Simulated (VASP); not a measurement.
Set up this calculation in VASP 6.6.1, as the native input.

| Property | Result |
| --- | --- |
| Task | single point |
| Functional | PBE |
| Potentials or basis | VASP PAW PBE potentials, release 64 (Y_sv, Al, N) |
| Cutoff | 520 eV |
| k mesh | 12 × 12 × 4 |
| Occupations | gaussian, width 0.02 eV |
| Spin | no spin polarisation |
| Dipole correction | no |
| Further INCAR settings | ALGO = Normal; EDIFF = 1e-06; NBANDS = 25 |

The structure of YAl2N3 lies in POSCAR:

```
YAl2N3
1.0
    3.2961656635      0.0000000000      0.0000000000
   -1.6480828318      2.8545631997      0.0000000000
    0.0000000000      0.0000000000      8.3202367939
Y Al N
1 2 3
Direct
    0.3333333333      0.6666666667      0.6668807691
    0.0000000000      0.0000000000      0.0197493936
    0.6666666667      0.3333333333      0.3191699538
    0.3333333333      0.6666666667      0.9477309502
    0.6666666667      0.3333333333      0.5469550713
    0.0000000000      0.0000000000      0.2495138621
```

These files were run (other wordings do the same):

INCAR

```
SYSTEM = YAl2N3
  PREC = Accurate
  ENCUT = 520
  EDIFF = 1E-6
  ISMEAR = 0
  SIGMA = 0.02
  LREAL = .FALSE.
  LASPH = .TRUE.
  NELM = 100
  ALGO = Normal
  ISIF = 2
  LWAVE = .FALSE.
  LCHARG = .FALSE.
  GGA = PE
  NBANDS = 25
```

KPOINTS

```
Automatic mesh
0
G
  12 12 4
  0 0 0
```

Potentials or basis: VASP PAW PBE potentials, release 64 (Y_sv, Al, N).

Launch:

```console
$ cat potpaw_PBE.64/Y_sv/POTCAR potpaw_PBE.64/Al/POTCAR potpaw_PBE.64/N/POTCAR > POTCAR
$ mpirun -np 1 vasp_std > vasp.out
```

Results of the run:

```yaml
Pressure: -0.2 GPa
Largest_force: 0.008 eV/Å
Band_gap_on_the_k_mesh: 2.10 eV, indirect (least direct gap 2.64 eV)
```

Run time: 95 s on 1 thread of Intel(R) Xeon(R) 6975P-C (Granite Rapids) (shared host), peak memory 0.31 GiB.
